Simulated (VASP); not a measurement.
# Sr in VASP: a series of runs

Sr is run at these levels: r2SCAN; tasks: single point, relaxation of cell and atoms.

All numbers are computed with VASP 6.6.1; they aren't measurements. Logs are shortened: lines on timing, memory, paths and dates and some standing lists are left out, and cuts for length are marked.

## (1) The cell of the first run

Symmetry: I4/mmm, No. 139, tetragonal system. The conventional cell has a = 4.810 Å, b = 4.810 Å, c = 4.954 Å, α = 90.00°, β = 90.00°, γ = 90.00°. Within 5.5 Å of Sr (site symmetry 4/mmm) lie 14 Sr at 4.21 to 4.95 Å.

## (2) Single point, r2SCAN (strain along c alone, the other axes held: +3.0 %)

POSCAR reads:

```
Sr
1.0
    4.8096001444      0.0000000000      0.0000000000
    0.0000000000      4.8096001444      0.0000000000
    0.0000000000      0.0000000000      4.9538881487
Sr
2
Direct
    0.0000000000      0.0000000000      0.0000000000
    0.5000000000      0.5000000000      0.5000000000
```

INCAR.step1 reads:

```
  PREC = Accurate
  ENCUT = 520
  ISMEAR = 0
  SIGMA = 0.1
  LREAL = False
  LASPH = True
  NELM = 100
  NBANDS = 17
  GGA = PE
  ALGO = Normal
  EDIFF = 1E-4
  LWAVE = True
  LCHARG = False
```

INCAR.step2 reads:

```
  PREC = Accurate
  ENCUT = 520
  EDIFF = 1E-7
  ISMEAR = 0
  SIGMA = 0.1
  LREAL = False
  LASPH = True
  NELM = 100
  ALGO = Normal
  ISIF = 2
  LWAVE = False
  LCHARG = False
  METAGGA = R2SCAN
  LMIXTAU = True
  NBANDS = 17
  ISTART = 1
```

KPOINTS reads:

```
regular mesh
0
Gamma
  10 10 10
```

Potentials or basis: VASP PAW PBE potentials, release 64 (Sr_sv).

Run with:

```bash
$ cat potpaw_PBE.64/Sr_sv/POTCAR > POTCAR
$ cp INCAR.step1 INCAR
$ mpirun -np 1 vasp_std > vasp.out
$ cp INCAR.step2 INCAR
$ mpirun -np 1 vasp_std > vasp.out
```

OUTCAR:

```text
PREC = Accurate
   ENCUT = 520
   EDIFF = 1E-7
   ISMEAR = 0
   LREAL = False
   LASPH = True
   NELM = 100
   ISIF = 2
   METAGGA = R2SCAN
   ISTART = 1

 ion  position               nearest neighbor table
   1  0.000  0.000  0.000-   2 4.21   2 4.21   2 4.21   2 4.21   2 4.21   2 4.21   2 4.21   2 4.21

   2  0.500  0.500  0.500-   1 4.21   1 4.21   1 4.21   1 4.21   1 4.21   1 4.21   1 4.21   1 4.21

  LATTYP: Found a simple tetragonal cell.
 ALAT       =     4.8096001444
 C/A-ratio  =     1.0300000000

  Lattice vectors:

 A1 = (   4.8096001444,   0.0000000000,   0.0000000000)
 A2 = (   0.0000000000,   4.8096001444,   0.0000000000)
 A3 = (   0.0000000000,   0.0000000000,   4.9538881487)

Analysis of symmetry for initial positions (statically):
=====================================================================
 Subroutine PRICEL returns following result:

  LATTYP: Found a body centered tetragonal cell.
 ALAT       =     4.8096001444
 C/A-ratio  =     1.0300000000

  Lattice vectors:

 A1 = (  -2.4048000722,  -2.4048000722,  -2.4769440743)
 A2 = (   2.4048000722,   2.4048000722,  -2.4769440743)
 A3 = (   2.4048000722,  -2.4048000722,   2.4769440743)

   2 primitive cells build up your supercell.

 Routine SETGRP: Setting up the symmetry group for a
 simple tetragonal supercell.

 Subroutine GETGRP returns: Found 16 space group operations
 (whereof 16 operations were pure point group operations)
 out of a pool of 16 trial point group operations.

The static configuration has the point symmetry D_4h.

Analysis of symmetry for dynamics (positions and initial velocities):
=====================================================================
 Subroutine PRICEL returns following result:

  LATTYP: Found a body centered tetragonal cell.
 ALAT       =     4.8096001444
 C/A-ratio  =     1.0300000000

  Lattice vectors:

 A1 = (  -2.4048000722,  -2.4048000722,  -2.4769440743)
 A2 = (   2.4048000722,   2.4048000722,  -2.4769440743)
 A3 = (   2.4048000722,  -2.4048000722,   2.4769440743)

   2 primitive cells build up your supercell.

 Routine SETGRP: Setting up the symmetry group for a
 simple tetragonal supercell.

 Subroutine GETGRP returns: Found 16 space group operations
 (whereof 16 operations were pure point group operations)
[... 95 lines left out ...]
   LNONCOLLINEAR =      F non collinear calculations
   LSORBIT =      F    spin-orbit coupling
   LASPH  =      T    aspherical Exc in radial PAW
   ENCUT  =  520.0 eV  38.22 Ry    6.18 a.u.   8.94  8.94  9.21*2*pi/ulx,y,z
   NELM   =    100;   NELMIN=  2; NELMDL=  0     # of ELM steps
   EDIFF  = 0.1E-06   stopping-criterion for ELM
   LREAL  =      F    real-space projection
   EDIFFG = 0.1E-05   stopping-criterion for IOM
   NSW    =      0    number of steps for IOM
   IBRION =     -1    ionic relax: 0-MD 1-quasi-New 2-CG
   NFREE  =      0    steps in history (QN), initial steepest desc. (CG)
   ISIF   =      2    stress and relaxation
   ISYM   =      2    0-nonsym 1-usesym 2-fastsym
   POTIM  = 0.5000    time-step for ionic-motion
   TEBEG  =    0.0;   TEEND  =   0.0 temperature during run
   PSTRESS=    0.0 pullay stress
   NELECT =      20.0000    total number of electrons
   NUPDOWN=      -1.0000    fix difference up-down
   EMIN   =  10.00;   EMAX   =-10.00  energy-range for DOS
   EFERMI =   0.00;   METHOD = LEGACY
   ISMEAR =     0;   SIGMA  =   0.10  broadening in eV -4-tet -1-fermi 0-gaus
   EFERMI_NEDOS =   21; number of points for ismear=-14 and -15
   IALGO  =     38    algorithm
   IMIX   =      4    mixing-type and parameters
     AMIX     =   0.40;   BMIX     =  1.00
     AMIX_MAG =   1.60;   BMIX_MAG =  1.00
  volume/ion in A,a.u.               =      57.30       386.66
  Fermi-wavevector in a.u.,A,eV,Ry     =   0.914879  1.728870 11.388114  0.837003
  Thomas-Fermi vector in A             =   2.039556
   LORBIT       =      0    0 simple, 1 ext, 2 COOP (PROOUT), +10 PAW based schemes
   METAGGA = R2SCAN    functional components
   LHFCALC =     F    Hartree Fock is set to
   AEXX    =    0.0000 exact exchange contribution
   IVDW    =     0    specifies the selected vdW correction
   LEPSILON=     F    determine dielectric tensor
   LRPA    =     F    only Hartree local field effects (RPA)
 non-spin polarized calculation
 Gauss-broadening in eV      SIGMA  =   0.10
  energy-cutoff  :      520.00
  volume of cell :      114.59
 maximum number of plane-waves:      3128
 NGX is ok and might be reduce to    36

 number of electron      20.0000000 magnetization

 Free energy of the ion-electron system (eV)
  ---------------------------------------------------
  ext. energy  EPLUGINS =         0.00000000
  ---------------------------------------------------
  free energy    TOTEN  =       -30.18268346 eV

  energy without entropy =      -30.16706171  energy(sigma->0) =      -30.17487259

 E-fermi :   1.4948     XC(G=0):  -7.6567

 val. band max:        1.4895678511   @ k =   0.2000   0.2000   0.0000
 cond. band min:       1.5052708416   @ k =   0.4000   0.0000   0.4000
 fundamental gap:      0.0157029906
 Fermi energy:         1.4948453205

 k-point     1 :       0.0000    0.0000    0.0000
  band No.  band energies     occupation
      1     -36.6333      2.00000
      2     -36.6094      2.00000
      3     -18.0273      2.00000
      4     -18.0215      2.00000
      5     -18.0215      2.00000
      6     -17.8992      2.00000
[... 457 lines left out ...]
      4     -18.0065      2.00000
      5     -17.9997      2.00000
      6     -17.9359      2.00000
[... 9 lines left out ...]
     16       4.5213      0.00000
     17       4.9352      0.00000

 [... further k-points ...]

------------------------ aborting loop because EDIFF is reached ----------------------------------------

  FORCE on cell =-STRESS in cart. coord.  units (eV):
  Direction    XX          YY          ZZ          XY          YZ          ZX
  --------------------------------------------------------------------------------------
  -------------------------------------------------------------------------------------
  Total       -0.1936233     -0.1936233     -0.1644907      0.0000000      0.0000000      0.0000000
  in kB       -2.7070991     -2.7070991     -2.2997883      0.0000000      0.0000000      0.0000000
  external PRESSURE =      -2.5713289 kB  Pullay stress =       0.0000000 kB

 VOLUME and BASIS-vectors are now :
 -----------------------------------------------------------------------------
  energy-cutoff  :      520.00
  volume of cell :      114.59
      direct lattice vectors                 reciprocal lattice vectors
     4.809600144  0.000000000  0.000000000     0.207917492  0.000000000  0.000000000
     0.000000000  4.809600144  0.000000000     0.000000000  0.207917492  0.000000000
     0.000000000  0.000000000  4.953888149     0.000000000  0.000000000  0.201861643

 POSITION                                       TOTAL-FORCE (eV/Angst)
 -----------------------------------------------------------------------------------
      0.00000      0.00000      0.00000         0.000000      0.000000      0.000000
      2.40480      2.40480      2.47694        -0.000000     -0.000000     -0.000000
 -----------------------------------------------------------------------------------
    total drift:                                0.000000      0.000000      0.000000

  FREE ENERGIE OF THE ION-ELECTRON SYSTEM (eV)
  ---------------------------------------------------
  free  energy   TOTEN  =       -30.1826834600 eV

  energy  without entropy=      -30.1670617122  energy(sigma->0) =      -30.17487259
```

Run time: 8.6 min. Hardware: 1 thread of Intel Xeon Platinum 8488C (Sapphire Rapids), shared host; peak memory 0.37 GiB.

Results:

```yaml
Free_energy: -30.1827 eV
Pressure: -0.3 GPa
Band_gap_on_the_k_mesh: zero (bands 10 and 11 overlap by 0.35 eV)
```

Caveat: the cell differs from its parent crystal (strain along c alone, the other axes held: +3.0 %); the PAW data sets were made with another functional, which shifts forces and pressure a little.

## (3) Single point, r2SCAN

This run uses another cell than the first one: it holds 1 atom, not 2.

POSCAR reads:

```
Sr
1.0
   -2.4048000722      2.4048000722      2.4048000722
    2.4048000722     -2.4048000722      2.4048000722
    2.4048000722      2.4048000722     -2.4048000722
Sr
1
Direct
    0.0000000000      0.0000000000      0.0000000000
```

INCAR.step1 reads:

```
SYSTEM = Sr
  ALGO = Normal
  EDIFF = 1E-4
  ENCUT = 520
  GGA = PE
  ISMEAR = 0
  LASPH = .True.
  LCHARG = .False.
  LREAL = .False.
  LWAVE = .True.
  NBANDS = 11
  NELM = 100
  PREC = Accurate
  SIGMA = 0.1
```

INCAR.step2 reads:

```
SYSTEM = Sr
  ALGO = Normal
  EDIFF = 1E-6
  ENCUT = 520
  ISIF = 2
  ISMEAR = 0
  ISTART = 1
  LASPH = .True.
  LCHARG = .False.
  LMIXTAU = .True.
  LREAL = .False.
  LWAVE = .False.
  METAGGA = R2SCAN
  NBANDS = 11
  NELM = 100
  PREC = Accurate
  SIGMA = 0.1
```

KPOINTS reads:

```
k-points
0
Gamma
  12 12 12
  0 0 0
```

Potentials or basis: VASP PAW PBE potentials, release 64 (Sr_sv).

Run with:

```bash
$ cat potpaw_PBE.64/Sr_sv/POTCAR > POTCAR
$ cp INCAR.step1 INCAR
$ mpirun -np 1 vasp_std > vasp.out
$ cp INCAR.step2 INCAR
$ mpirun -np 1 vasp_std > vasp.out
```

It took 80 s on 1 thread of Intel Xeon Platinum 8488C (Sapphire Rapids), shared host; peak memory 0.2 GiB.

Results (log left out):

```yaml
Free_energy: -15.0915 eV
Pressure: 0.0 GPa
Band_gap_on_the_k_mesh: zero (bands 5 and 6 overlap by 0.47 eV)
```

Levels at points of the mesh, in eV from the Fermi level:
```tsv
k point	band 2	band 3	band 4	band 5	band 6	band 7	band 8	band 9
(0.00, 0.00, 0.00)	-19.33	-19.33	-19.33	-3.84	2.71	2.71	2.71	4.04
(0.50, 0.00, 0.00)	-19.53	-19.40	-19.33	-0.97	0.09	1.44	3.90	4.56
(0.50, 0.50, 0.50)	-19.47	-19.47	-19.47	-0.12	-0.12	3.81	3.81	3.81
```

Caveat: the PAW data sets were made with another functional, which shifts forces and pressure a little.

## (4) Relaxation of cell and atoms, r2SCAN

This run uses another cell than the first one: it holds 1 atom, not 2.

POSCAR reads:

```
Sr
1.0
   -2.4250000000      2.4250000000      2.4250000000
    2.4250000000     -2.4250000000      2.4250000000
    2.4250000000      2.4250000000     -2.4250000000
Sr
1
Direct
    0.0000000000      0.0000000000      0.0000000000
```

INCAR.step1 reads:

```
SYSTEM = Sr
PREC = Accurate ; ENCUT = 600
ISMEAR = 0 ; SIGMA = 0.1
LREAL = .FALSE. ; LASPH = .TRUE.
NELM = 100 ; GGA = PE
ALGO = Normal ; EDIFF = 1E-4
LWAVE = .TRUE. ; LCHARG = .FALSE.
```

INCAR.step2 reads:

```
SYSTEM = Sr
PREC = Accurate ; ENCUT = 600
EDIFF = 1E-7 ; ISMEAR = 0
SIGMA = 0.1 ; LREAL = .FALSE.
LASPH = .TRUE. ; NELM = 100
ALGO = Normal ; ISIF = 3
LWAVE = .FALSE. ; LCHARG = .FALSE.
METAGGA = R2SCAN ; LMIXTAU = .TRUE.
IBRION = 2 ; NSW = 100
EDIFFG = -0.005 ; ISTART = 1
```

KPOINTS reads:

```
Automatic mesh
0
G
  12 12 12
  0 0 0
```

Potentials or basis: VASP PAW PBE potentials, release 64 (Sr_sv).

Run with:

```bash
$ cat potpaw_PBE.64/Sr_sv/POTCAR > POTCAR
$ cp INCAR.step1 INCAR
$ mpirun -np 1 vasp_std > vasp.out
$ cp INCAR.step2 INCAR
$ mpirun -np 1 vasp_std > vasp.out
```

OUTCAR:

```text
SYSTEM = Sr
   PREC = Accurate
   ENCUT = 600
   EDIFF = 1E-7
   ISMEAR = 0
   LREAL = .FALSE.
   LASPH = .TRUE.
   NELM = 100
   ISIF = 3
   METAGGA = R2SCAN
   IBRION = 2
   NSW = 100
   EDIFFG = -0.005
   ISTART = 1

 ion  position               nearest neighbor table
   1  0.000  0.000  0.000-

  LATTYP: Found a body centered cubic cell.
 ALAT       =     4.8500000000

  Lattice vectors:

 A1 = (  -2.4250000000,   2.4250000000,   2.4250000000)
 A2 = (   2.4250000000,  -2.4250000000,   2.4250000000)
 A3 = (   2.4250000000,   2.4250000000,  -2.4250000000)

Analysis of symmetry for initial positions (statically):
=====================================================================
 Subroutine PRICEL returns:
 Original cell was already a primitive cell.

 Routine SETGRP: Setting up the symmetry group for a
 body centered cubic supercell.

 Subroutine GETGRP returns: Found 48 space group operations
 (whereof 48 operations were pure point group operations)
 out of a pool of 48 trial point group operations.

The static configuration has the point symmetry O_h .

Analysis of symmetry for dynamics (positions and initial velocities):
=====================================================================
 Subroutine PRICEL returns:
 Original cell was already a primitive cell.

 Routine SETGRP: Setting up the symmetry group for a
 body centered cubic supercell.

 Subroutine GETGRP returns: Found 48 space group operations
 (whereof 48 operations were pure point group operations)
 out of a pool of 48 trial point group operations.

The dynamic configuration has the point symmetry O_h .

 Subroutine INISYM returns: Found 48 space group operations
 (whereof 48 operations are pure point group operations),
 and found     1 'primitive' translations

[... 127 lines left out ...]
  volume of cell :       57.04
 maximum number of plane-waves:      1926
 NGX is ok and might be reduce to    36

--------------------------------------- Ionic step        1  -------------------------------------------

 number of electron      10.0000000 magnetization

 Free energy of the ion-electron system (eV)
  ---------------------------------------------------
  ext. energy  EPLUGINS =         0.00000000
  ---------------------------------------------------
  free energy    TOTEN  =       -15.09069051 eV

  energy without entropy =      -15.08185232  energy(sigma->0) =      -15.08627142

------------------------ aborting loop because EDIFF is reached ----------------------------------------

  FORCE on cell =-STRESS in cart. coord.  units (eV):
  Direction    XX          YY          ZZ          XY          YZ          ZX
  --------------------------------------------------------------------------------------
  -------------------------------------------------------------------------------------
  Total       -0.0850489     -0.0850489     -0.0850489      0.0000000      0.0000000     -0.0000000
  in kB       -2.3888226     -2.3888226     -2.3888226      0.0000000      0.0000000     -0.0000000
  external PRESSURE =      -2.3888226 kB  Pullay stress =       0.0000000 kB
[... 57 lines left out ...]
--------------------------------------- Ionic step        3  -------------------------------------------

 number of electron      10.0000000 magnetization

 Free energy of the ion-electron system (eV)
  ---------------------------------------------------
  ext. energy  EPLUGINS =         0.00000000
  ---------------------------------------------------
  free energy    TOTEN  =       -15.09173166 eV

  energy without entropy =      -15.08350246  energy(sigma->0) =      -15.08761706

 E-fermi :   1.5978     XC(G=0):  -7.7421

 val. band max:        1.5974975288   @ k =   0.3333   0.2500   0.0833
 cond. band min:       1.5989426713   @ k =   0.2500   0.2500   0.1667
 fundamental gap:      0.0014451425
 Fermi energy:         1.5977983945

 k-point     1 :       0.0000    0.0000    0.0000
  band No.  band energies     occupation
      1     -36.4774      2.00000
      2     -17.7384      2.00000
      3     -17.7384      2.00000
      4     -17.7384      2.00000
      5      -2.2405      2.00000
      6       4.3013      0.00000
      7       4.3013      0.00000
      8       4.3013      0.00000
      9       5.6344      0.00000
[... 265 lines left out ...]
 k-point    24 :       0.4167    0.0833    0.0833
  band No.  band energies     occupation
      1     -36.4617      2.00000
      2     -17.9207      2.00000
      3     -17.8105      2.00000
      4     -17.7513      2.00000
      5       0.8755      2.00000
      6       1.6903      0.19105
      7       2.7936      0.00000
      8       5.5985      0.00000
      9       6.1790      0.00000

 [... further k-points ...]

------------------------ aborting loop because EDIFF is reached ----------------------------------------

  FORCE on cell =-STRESS in cart. coord.  units (eV):
  Direction    XX          YY          ZZ          XY          YZ          ZX
  --------------------------------------------------------------------------------------
  -------------------------------------------------------------------------------------
  Total       -0.0030246     -0.0030246     -0.0030246     -0.0000000     -0.0000000      0.0000000
  in kB       -0.0869645     -0.0869645     -0.0869645     -0.0000000     -0.0000000      0.0000000
  external PRESSURE =      -0.0869645 kB  Pullay stress =       0.0000000 kB
[... 16 lines left out ...]
  FREE ENERGIE OF THE ION-ELECTRON SYSTEM (eV)
  ---------------------------------------------------
  free  energy   TOTEN  =       -15.0917316577 eV

  energy  without entropy=      -15.0835024599  energy(sigma->0) =      -15.08761706

 reached required accuracy - stopping structural energy minimisation
```

Wall time 5.8 min (1 thread of Intel Xeon Platinum 8488C (Sapphire Rapids), shared host); peak memory 0.25 GiB.

What came out:

```yaml
Free_energy: -15.0917 eV
Relaxed_volume: 55.72 Å³/atom
Relaxed_cell: a = 4.168 Å, b = 4.168 Å, c = 4.168 Å, α = 109.47°, β = 109.47°, γ = 109.47°
Space_group_after_relaxing_to_0.1_Å: Im-3m (No. 229)
Energy_gained_by_relaxing: 1.0 meV/atom
Ionic_steps: 3
Pressure_after_relaxing: 0.0 GPa
Band_gap_on_the_k_mesh: zero (bands 5 and 6 overlap by 0.47 eV)
```

The path:
```tsv
step	energy change (eV)	largest force (eV/Å)	pressure (GPa)	volume (Å³)
1	0.0000	0.0000	-0.24	57.04
2	-0.0008	0.0000	-0.12	56.34
3	-0.0010	0.0000	-0.01	55.72
```

Final structure:
```xyz
1
Lattice="-2.4062 2.4062 2.4062 2.4062 -2.4062 2.4062 2.4062 2.4062 -2.4062" Properties=species:S:1:pos:R:3 pbc="T T T"
Sr    0.0000    0.0000    0.0000
```

Caveat: the PAW data sets were made with another functional, which shifts forces and pressure a little.

## (5) Summary

| task | cell | k mesh | cutoff (eV) | gap on the mesh (eV) | pressure (GPa) |
| --- | --- | --- | --- | --- | --- |
| single point | a = 4.810, b = 4.810, c = 4.954 Å, 2 atoms, atomic positions A | 10 × 10 × 10 | 520 | none | -0.3 |
| single point | a = 4.165 Å, angles 109.5°, 1 atom, atomic positions B | 12 × 12 × 12 | 520 | none | 0.0 |
| relaxation of cell and atoms | relaxed from a = 4.200 Å, angles 109.5°, 1 atom, atomic positions B | 12 × 12 × 12 | 600 | none | 0.0 |

Alike in all rows: level r2SCAN; potentials or basis VASP PAW PBE potentials, release 64 (Sr_sv); no spin polarisation; smearing gaussian 0.1 eV.

Caveats: the PAW data sets were made with another functional, which shifts forces and pressure a little.

Absolute energies hang on the potentials; compare differences alone.
